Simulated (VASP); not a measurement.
A run of VASP 6.6.1 is set up as follows.

INCAR

```
SYSTEM = W4S
PREC = Accurate
ENCUT = 520
EDIFF = 1E-6
ISMEAR = 0
SIGMA = 0.1
LREAL = .False.
LASPH = .True.
NELM = 150
ALGO = Fast
ISIF = 2
LWAVE = .False.
LCHARG = .False.
ISPIN = 2
MAGMOM = -0.01 -0.01 0.75 0.75 -0.01
LORBIT = 11
LMAXMIX = 4
GGA = PE
NBANDS = 43
```

File KPOINTS:

```
regular mesh
0
Gamma
  6 6 2
  0 0 0
```

The input POSCAR:

```
W4S
1.0
    5.1665115100      0.0000000000      0.0000000000
   -2.5832557600      4.4743302200      0.0000000000
    0.0000000000      0.0000000000      7.9385056300
W S
4 1
Direct
    0.0000000000      0.0000000000      0.3597838100
    0.0000000000      0.0000000000      0.6402161900
    0.3333333300      0.6666666700      0.0000000000
    0.6666666700      0.3333333300      0.0000000000
    0.0000000000      0.0000000000      0.5000000000
```

Potentials or basis: VASP PAW PBE potentials, release 64 (W_sv, S).

Run with:

```bash
$ cat potpaw_PBE.64/W_sv/POTCAR potpaw_PBE.64/S/POTCAR > POTCAR
$ mpirun -np 1 vasp_std > vasp.out
```

(1) Predict the site moments.

(2) What does it give for the largest force?

Answers

(1) W +0.00, -0.03 (each value once); S +0.00 μB.

(2) 269.391 eV/Å.

Caveat: the k points lie up to 0.40 Å⁻¹ apart; atoms lie so close that the PAW spheres overlap strongly, which falsifies energies and pressures; forces of over 1 eV/Å act on the atoms, so gaps and moduli don't describe the material at rest.
